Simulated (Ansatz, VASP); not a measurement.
# TiC: VASP beside Ansatz

```
Ti C
1.0
     0.00000    2.14643    2.14643
     2.14643    0.00000    2.14643
     2.14643    2.14643    0.00000
Ti C
1 1
Direct
  0.00000 0.00000 0.00000
  0.50000 0.50000 0.50000
```

Alike in both runs: task relaxation of cell and atoms; functional PBEsol; k mesh 16 × 16 × 16; occupations fermi-dirac, width 0.15 eV; no spin polarisation.

|  | VASP | Ansatz |
| --- | --- | --- |
| version | VASP 6.6.1 | Ansatz 0.2.0 |
| potentials or method | VASP PAW PBE potentials, release 64 (Ti_sv, C), cutoff 600 eV | scalar-relativistic, plane waves, PAW |
| valence electrons in the cell | 16 | 16 |

|  | VASP | Ansatz | Ansatz less VASP |
| --- | --- | --- | --- |
| gap on the k mesh at the Fermi level, each at its own relaxed structure (eV) | none | none | - |
| relaxed volume (Å³/atom) | 9.90 | 9.89 | -0.009 |
| relaxed length of the cell vector where the two differ most in proportion (Å) | 3.037 | 3.036 | -0.0009 |

VASP's potentials were made for PBE, not for PBEsol, and Ansatz warns of the same on its side. A gap of «none» marks a metal or a gap that the smearing closes.
